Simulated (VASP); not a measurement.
Here is a VASP 6.6.1 calculation.

The input INCAR:

```
SYSTEM = BN
ALGO = Normal
EDIFF = 1E-7
ENCUT = 520
GGA = PE
ISIF = 2
ISMEAR = 0
LASPH = .True.
LCHARG = .False.
LREAL = .False.
LWAVE = .False.
NBANDS = 11
NELM = 60
PREC = Accurate
SIGMA = 0.01
```

File KPOINTS:

```
k-points
0
Gamma
  8 8 8
  0 0 0
```

File POSCAR:

```
BN
1.0
    0.0000000000      1.7458259346      1.7458259346
    1.7458259346      0.0000000000      1.7458259346
    1.7458259346      1.7458259346      0.0000000000
B N
1 1
Direct
    0.0000000000      0.0000000000      0.0000000000
    0.5000000000      0.5000000000      0.5000000000
```

Potentials or basis: VASP PAW PBE potentials, release 64 (B, N).

Run with:

```bash
$ cat potpaw_PBE.64/B/POTCAR potpaw_PBE.64/N/POTCAR > POTCAR
$ mpirun -np 1 vasp_std > vasp.out
```

Problem. What does it give for the pressure?

Solution. 3.8 GPa.

Problem. Estimate the band gap on the k mesh.

Solution. 1.33 eV, indirect (least direct gap 5.85 eV).

A k mesh can miss the band edges. PBE gaps usually lie below the measured ones, often by a third to a half.
